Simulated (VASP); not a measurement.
# MoF (F-43m) in VASP: a series of runs

MoF is run at these levels: PBE; tasks: single point, relaxation of cell and atoms.

Program: VASP 6.6.1. These are calculated values, not measurements. Logs are shortened: lines on timing, memory, paths and dates and some standing lists are left out, and cuts for length are marked.

## (1) The cell of the first run

The structure is cubic, space group F-43m (No. 216). Conventional cell: a = 4.838 Å, b = 4.838 Å, c = 4.838 Å, α = 90.00°, β = 90.00°, γ = 90.00°. Within 2.8 Å of Mo (site symmetry -43m) lie 4 F at 2.09 Å. Within 2.8 Å of F (site symmetry -43m) lie 4 Mo at 2.09 Å.

## (2) Single point, PBE, collinear spin

Input file INCAR:

```
PREC = Accurate ; ENCUT = 520
EDIFF = 1E-6 ; ISMEAR = 0
SIGMA = 0.1 ; LREAL = False
LASPH = True ; NELM = 150
ALGO = Normal ; ISIF = 2
LWAVE = False ; LCHARG = False
ISPIN = 2 ; MAGMOM = 1 0
LORBIT = 11 ; LMAXMIX = 4
GGA = PE ; NBANDS = 22
```

Input file KPOINTS:

```
Automatic mesh
0
Gamma
  6 6 6
```

Input file POSCAR:

```
MoF
1.0
    0.0000000000      2.4187613139      2.4187613139
    2.4187613139      0.0000000000      2.4187613139
    2.4187613139      2.4187613139      0.0000000000
Mo F
1 1
Direct
    0.0000000000      0.0000000000      0.0000000000
    0.7500000000      0.7500000000      0.7500000000
```

Potentials or basis: VASP PAW PBE potentials, release 64 (Mo_sv, F).

Started as:

```sh
> cat potpaw_PBE.64/Mo_sv/POTCAR potpaw_PBE.64/F/POTCAR > POTCAR
> mpirun -np 1 vasp_std > vasp.out
```

OUTCAR:

```text
PREC = Accurate
   ENCUT = 520
   EDIFF = 1E-6
   ISMEAR = 0
   LREAL = False
   LASPH = True
   NELM = 150
   ISIF = 2
   ISPIN = 2
   LORBIT = 11
   GGA = PE

 ion  position               nearest neighbor table
   1  0.000  0.000  0.000-   2 2.09   2 2.09   2 2.09   2 2.09
   2  0.750  0.750  0.750-   1 2.09   1 2.09   1 2.09   1 2.09

  LATTYP: Found a face centered cubic cell.
 ALAT       =     4.8375226278

  Lattice vectors:

 A1 = (   0.0000000000,   2.4187613139,   2.4187613139)
 A2 = (   2.4187613139,   0.0000000000,   2.4187613139)
 A3 = (   2.4187613139,   2.4187613139,   0.0000000000)

Analysis of symmetry for initial positions (statically):
=====================================================================
 Subroutine PRICEL returns:
 Original cell was already a primitive cell.

 Routine SETGRP: Setting up the symmetry group for a
 face centered cubic supercell.

 Subroutine GETGRP returns: Found 24 space group operations
 (whereof 24 operations were pure point group operations)
 out of a pool of 48 trial point group operations.

The static configuration has the point symmetry T_d .

Analysis of symmetry for dynamics (positions and initial velocities):
=====================================================================
 Subroutine PRICEL returns:
 Original cell was already a primitive cell.

 Routine SETGRP: Setting up the symmetry group for a
 face centered cubic supercell.

 Subroutine GETGRP returns: Found 24 space group operations
 (whereof 24 operations were pure point group operations)
 out of a pool of 48 trial point group operations.

The dynamic configuration has the point symmetry T_d .

Analysis of structural, dynamic, and magnetic symmetry:
=====================================================================
 Subroutine PRICEL returns:
 Original cell was already a primitive cell.

 Routine SETGRP: Setting up the symmetry group for a
 face centered cubic supercell.

 Subroutine GETGRP returns: Found 24 space group operations
 (whereof 24 operations were pure point group operations)
 out of a pool of 48 trial point group operations.

The overall configuration has the point symmetry T_d .

 Subroutine INISYM returns: Found 24 space group operations
 (whereof 24 operations are pure point group operations),
 and found     1 'primitive' translations

----------------------------------------------------------------------------------------

                                     Primitive cell

  volume of cell :      28.3015

  direct lattice vectors                    reciprocal lattice vectors
     0.000000000  2.418761314  2.418761314    -0.206717379  0.206717379  0.206717379
     2.418761314  0.000000000  2.418761314     0.206717379 -0.206717379  0.206717379
     2.418761314  2.418761314  0.000000000     0.206717379  0.206717379 -0.206717379

  length of vectors
     3.420645054  3.420645054  3.420645054     0.358045004  0.358045004  0.358045004

  position of ions in fractional coordinates (direct lattice)
     0.000000000  0.000000000  0.000000000
     0.750000000  0.750000000  0.750000000

  ion indices of the primitive-cell ions
   primitive index   ion index
                 1           1
                 2           2

----------------------------------------------------------------------------------------

 KPOINTS: Automatic mesh

Automatic generation of k-mesh.
 Grid dimensions read from file:
 generate k-points for:    6    6    6

 Generating k-lattice:

  Cartesian coordinates                     Fractional coordinates (reciprocal lattice)
    -0.034452897  0.034452897  0.034452897     0.166666667  0.000000000  0.000000000
     0.034452897 -0.034452897  0.034452897     0.000000000  0.166666667  0.000000000
     0.034452897  0.034452897 -0.034452897     0.000000000  0.000000000  0.166666667

  Length of vectors
     0.059674167  0.059674167  0.059674167

  Shift w.r.t. Gamma in fractional coordinates (k-lattice)
     0.000000000  0.000000000  0.000000000

 Subroutine IBZKPT returns following result:
 ===========================================

 Found     16 irreducible k-points:

 Following reciprocal coordinates:
            Coordinates               Weight
  0.000000  0.000000  0.000000      1.000000
  0.166667  0.000000  0.000000      8.000000
  0.333333  0.000000  0.000000      8.000000
  0.500000  0.000000  0.000000      4.000000
  0.166667  0.166667  0.000000      6.000000
  0.333333  0.166667  0.000000     24.000000
[... 8 lines left out ...]
 -0.333333  0.333333  0.166667     24.000000
 -0.333333  0.500000  0.166667     12.000000
   k-points           NKPTS =     16   k-points in BZ     NKDIM =     16   number of bands    NBANDS=     22
   number of dos      NEDOS =    301   number of ions     NIONS =      2
   total plane-waves  NPLWV =  21952
   dimension x,y,z NGX =    28 NGY =   28 NGZ =   28
   dimension x,y,z NGXF=    56 NGYF=   56 NGZF=   56
   ions per type =               1   1
   NGX,Y,Z   is equivalent  to a cutoff of  13.61, 13.61, 13.61 a.u.
   NGXF,Y,Z  is equivalent  to a cutoff of  27.22, 27.22, 27.22 a.u.
 SYSTEM =  unknown system
   PREC   = accura    normal or accurate (medium, high low for compatibility)
   ISTART =      0    job   : 0-new  1-cont  2-samecut
   ICHARG =      2    charge: 1-file 2-atom 10-const
   ISPIN  =      2    spin polarized calculation?
   LNONCOLLINEAR =      F non collinear calculations
   LSORBIT =      F    spin-orbit coupling
   LASPH  =      T    aspherical Exc in radial PAW
   ENCUT  =  520.0 eV  38.22 Ry    6.18 a.u.   6.36  6.36  6.36*2*pi/ulx,y,z
   NELM   =    150;   NELMIN=  2; NELMDL= -5     # of ELM steps
   EDIFF  = 0.1E-05   stopping-criterion for ELM
   LREAL  =      F    real-space projection
   EDIFFG = 0.1E-04   stopping-criterion for IOM
   NSW    =      0    number of steps for IOM
   IBRION =     -1    ionic relax: 0-MD 1-quasi-New 2-CG
   NFREE  =      0    steps in history (QN), initial steepest desc. (CG)
   ISIF   =      2    stress and relaxation
   ISYM   =      2    0-nonsym 1-usesym 2-fastsym
   POTIM  = 0.5000    time-step for ionic-motion
   TEBEG  =    0.0;   TEEND  =   0.0 temperature during run
   PSTRESS=    0.0 pullay stress
   NELECT =      21.0000    total number of electrons
   NUPDOWN=      -1.0000    fix difference up-down
   EMIN   =  10.00;   EMAX   =-10.00  energy-range for DOS
   EFERMI =   0.00;   METHOD = LEGACY
   ISMEAR =     0;   SIGMA  =   0.10  broadening in eV -4-tet -1-fermi 0-gaus
   EFERMI_NEDOS =   21; number of points for ismear=-14 and -15
   IALGO  =     38    algorithm
   IMIX   =      4    mixing-type and parameters
     AMIX     =   0.40;   BMIX     =  1.00
     AMIX_MAG =   1.60;   BMIX_MAG =  1.00
  volume/ion in A,a.u.               =      14.15        95.49
  Fermi-wavevector in a.u.,A,eV,Ry     =   1.482103  2.800768 29.886937  2.196628
  Thomas-Fermi vector in A             =   2.595930
   LORBIT       =     11    0 simple, 1 ext, 2 COOP (PROOUT), +10 PAW based schemes
   GGA     = PE    functional components
   LHFCALC =     F    Hartree Fock is set to
   AEXX    =    0.0000 exact exchange contribution
   IVDW    =     0    specifies the selected vdW correction
   LEPSILON=     F    determine dielectric tensor
   LRPA    =     F    only Hartree local field effects (RPA)
 spin polarized calculation
 Gauss-broadening in eV      SIGMA  =   0.10
  energy-cutoff  :      520.00
  volume of cell :       28.30
 maximum number of plane-waves:       778
 NGX is ok and might be reduce to    28
   NGX = 13   NGY = 13   NGZ = 13

 number of electron      21.0000004 magnetization       0.9715452

 Free energy of the ion-electron system (eV)
  ---------------------------------------------------
  ext. energy  EPLUGINS =         0.00000000
  ---------------------------------------------------
  free energy    TOTEN  =       -12.15132393 eV

  energy without entropy =      -12.14342131  energy(sigma->0) =      -12.14737262

 E-fermi :   8.3332     XC(G=0): -11.5954

 val. band max:        8.3274455422   @ k =   0.3333   0.0000   0.0000
 cond. band min:       8.3335787273   @ k =   0.1667   0.0000   0.0000
 fundamental gap:      0.0061331851
 Fermi energy:         8.3332458574

 spin component 1

 k-point     1 :       0.0000    0.0000    0.0000
  band No.  band energies     occupation
      1     -53.6876      1.00000
      2     -27.7075      1.00000
      3     -27.7075      1.00000
      4     -27.7075      1.00000
      5     -19.3386      1.00000
      6      -1.5199      1.00000
[... 14 lines left out ...]
     21      27.8769      0.00000
     22      31.7481      0.00000

 k-point     2 :       0.1667    0.0000    0.0000
  band No.  band energies     occupation
      1     -53.6815      1.00000
      2     -27.8020      1.00000
      3     -27.7169      1.00000
      4     -27.7169      1.00000
      5     -19.2478      1.00000
      6      -1.5565      1.00000
[... 14 lines left out ...]
     21      28.8383      0.00000
     22      31.8045      0.00000

 k-point     3 :       0.3333    0.0000    0.0000
  band No.  band energies     occupation
      1     -53.6692      1.00000
      2     -27.9837      1.00000
      3     -27.7356      1.00000
      4     -27.7356      1.00000
      5     -19.0794      1.00000
      6      -1.4330      1.00000
[... 14 lines left out ...]
     21      31.2823      0.00000
     22      31.2823      0.00000
[... 276 lines left out ...]
 k-point    15 :      -0.3333    0.3333    0.1667
  band No.  band energies     occupation
      1     -53.6569      1.00000
      2     -28.0444      1.00000
      3     -27.8458      1.00000
      4     -27.7807      1.00000
      5     -18.9149      1.00000
      6      -1.3182      1.00000
[... 14 lines left out ...]
     21      28.3972      0.00000
     22      30.1738      0.00000

 k-point    16 :      -0.3333    0.5000    0.1667
  band No.  band energies     occupation
      1     -53.6549      1.00000
      2     -28.0639      1.00000
      3     -27.8389      1.00000
      4     -27.8024      1.00000
      5     -18.8891      1.00000
      6      -1.5578      1.00000
[... 14 lines left out ...]
     21      29.5769      0.00000
     22      30.9189      0.00000
 Fermi energy:         8.3332458574

 spin component 2

 k-point     1 :       0.0000    0.0000    0.0000
  band No.  band energies     occupation
      1     -53.1004      1.00000
      2     -27.0633      1.00000
      3     -27.0633      1.00000
      4     -27.0633      1.00000
      5     -19.3200      1.00000
      6      -1.4431      1.00000
[... 14 lines left out ...]
     21      28.0244      0.00000
     22      31.8820      0.00000

 k-point     2 :       0.1667    0.0000    0.0000
  band No.  band energies     occupation
      1     -53.0942      1.00000
      2     -27.1643      1.00000
      3     -27.0731      1.00000
      4     -27.0731      1.00000
      5     -19.2238      1.00000
      6      -1.4806      1.00000
[... 14 lines left out ...]
     21      28.9270      0.00000
     22      32.0956      0.00000

 k-point     3 :       0.3333    0.0000    0.0000
  band No.  band energies     occupation
      1     -53.0818      1.00000
      2     -27.3574      1.00000
      3     -27.0924      1.00000
      4     -27.0924      1.00000
      5     -19.0460      1.00000
      6      -1.3666      1.00000
[... 14 lines left out ...]
     21      31.6518      0.00000
     22      31.6518      0.00000
[... 276 lines left out ...]
 k-point    15 :      -0.3333    0.3333    0.1667
  band No.  band energies     occupation
      1     -53.0693      1.00000
      2     -27.4259      1.00000
      3     -27.2058      1.00000
      4     -27.1386      1.00000
      5     -18.8725      1.00000
      6      -1.2227      1.00000
[... 14 lines left out ...]
     21      28.6563      0.00000
     22      30.4870      0.00000

 k-point    16 :      -0.3333    0.5000    0.1667
  band No.  band energies     occupation
      1     -53.0672      1.00000
      2     -27.4471      1.00000
      3     -27.1986      1.00000
      4     -27.1608      1.00000
      5     -18.8453      1.00000
      6      -1.4506      1.00000
[... 14 lines left out ...]
     21      29.8247      0.00000
     22      31.2334      0.00000

------------------------ aborting loop because EDIFF is reached ----------------------------------------

  FORCE on cell =-STRESS in cart. coord.  units (eV):
  Direction    XX          YY          ZZ          XY          YZ          ZX
  --------------------------------------------------------------------------------------
  -------------------------------------------------------------------------------------
  Total        0.8268209      0.8268209      0.8268209      0.0000000      0.0000000      0.0000000
  in kB       46.8072337     46.8072337     46.8072337      0.0000000      0.0000000      0.0000000
  external PRESSURE =      46.8072337 kB  Pullay stress =       0.0000000 kB

 VOLUME and BASIS-vectors are now :
 -----------------------------------------------------------------------------
  energy-cutoff  :      520.00
  volume of cell :       28.30
      direct lattice vectors                 reciprocal lattice vectors
     0.000000000  2.418761314  2.418761314    -0.206717379  0.206717379  0.206717379
     2.418761314  0.000000000  2.418761314     0.206717379 -0.206717379  0.206717379
     2.418761314  2.418761314  0.000000000     0.206717379  0.206717379 -0.206717379

 POSITION                                       TOTAL-FORCE (eV/Angst)
 -----------------------------------------------------------------------------------
      0.00000      0.00000      0.00000        -0.000000      0.000000      0.000000
      3.62814      3.62814      3.62814         0.000000     -0.000000     -0.000000
 -----------------------------------------------------------------------------------
    total drift:                               -0.000001     -0.000001     -0.000000

  FREE ENERGIE OF THE ION-ELECTRON SYSTEM (eV)
  ---------------------------------------------------
  free  energy   TOTEN  =       -12.1513239322 eV

  energy  without entropy=      -12.1434213143  energy(sigma->0) =      -12.14737262

 total charge

# of ion       s       p       d       tot
------------------------------------------
    1        2.190   6.103   3.819  12.112
    2        1.748   4.377   0.000   6.124
--------------------------------------------------
tot          3.937  10.480   3.819  18.236

 magnetization (x)

# of ion       s       p       d       tot
------------------------------------------
    1        0.003   0.004   0.896   0.903
    2       -0.001   0.005   0.000   0.004
--------------------------------------------------
tot          0.002   0.009   0.896   0.907
```

It took 45 s on 1 thread of Intel Xeon 8259CL, shared host; peak memory 0.18 GiB.

Results:

```yaml
Free_energy: -12.1513 eV
Pressure: 4.7 GPa
Band_gap_on_the_k_mesh: zero (filled and empty bands overlap)
Net_moment: 0.97 μB per cell
Site_moments: Mo +0.90; F +0.00 μB
Valence_electrons_inside_the_program's_atomic_spheres: Mo 12.11; F 6.12
```

Caveat: the k points lie up to 0.37 Å⁻¹ apart.

## (3) Single point, PBE, collinear spin

This run uses another cell than the first one, of 14.57 Å³/atom.

Input file INCAR:

```
PREC = Accurate
ENCUT = 520
EDIFF = 1E-7
ISMEAR = 0
SIGMA = 0.1
LREAL = False
LASPH = True
NELM = 150
ALGO = Normal
ISIF = 2
LWAVE = False
LCHARG = False
ISPIN = 2
MAGMOM = 0.67 0
LORBIT = 11
LMAXMIX = 4
GGA = PE
NBANDS = 22
```

KPOINTS is that of step 2.

Input file POSCAR:

```
MoF
1.0
    0.0000000000      2.4422035350      2.4422035350
    2.4422035350      0.0000000000      2.4422035350
    2.4422035350      2.4422035350      0.0000000000
Mo F
1 1
Direct
    0.0000000000      0.0000000000      0.0000000000
    0.7500000000      0.7500000000      0.7500000000
```

Potentials or basis: VASP PAW PBE potentials, release 64 (Mo_sv, F).

Started as:

```sh
> cat potpaw_PBE.64/Mo_sv/POTCAR potpaw_PBE.64/F/POTCAR > POTCAR
> mpirun -np 1 vasp_std > vasp.out
```

Wall time 56 s (1 thread of Intel Xeon 8259CL, shared host); peak memory 0.18 GiB.

The run converged. Its results:

| Property | Result |
| --- | --- |
| Free energy | -12.1662 eV |
| Pressure | 0.5 GPa |
| Band gap on the k mesh | zero (filled and empty bands overlap) |
| Net moment | 0.98 μB per cell |
| Site moments | Mo +0.91; F +0.00 μB |
| Valence electrons inside the program's atomic spheres | Mo 12.08; F 6.11 |

Levels at points of the mesh, in eV from the Fermi level:
Spin up:
```tsv
k point	band 8	band 9	band 10	band 11	band 12	band 13	band 14	band 15
(0.00, 0.00, 0.00)	-9.64	-2.88	-0.88	-0.88	1.30	1.30	1.30	12.70
(0.50, 0.00, 0.00)	-9.34	-1.51	-0.79	-0.79	1.05	1.05	2.91	5.27
(0.50, 0.50, 0.00)	-8.89	-2.24	-1.66	0.05	1.03	1.03	5.38	7.50
```
Spin down:
```tsv
k point	band 6	band 7	band 8	band 9	band 10	band 11	band 12	band 13	band 14	band 15
(0.00, 0.00, 0.00)	-9.57	-9.57	-9.57	-2.70	0.20	0.20	1.63	1.63	1.63	13.14
(0.50, 0.00, 0.00)	-9.39	-9.26	-9.26	-1.26	0.22	0.22	1.44	1.44	3.13	5.59
(0.50, 0.50, 0.00)	-9.85	-8.85	-8.85	-1.98	-0.89	1.21	1.43	1.43	5.62	7.97
```

Caveat: the k points lie up to 0.37 Å⁻¹ apart.

(Continued in part 2 of 2.)
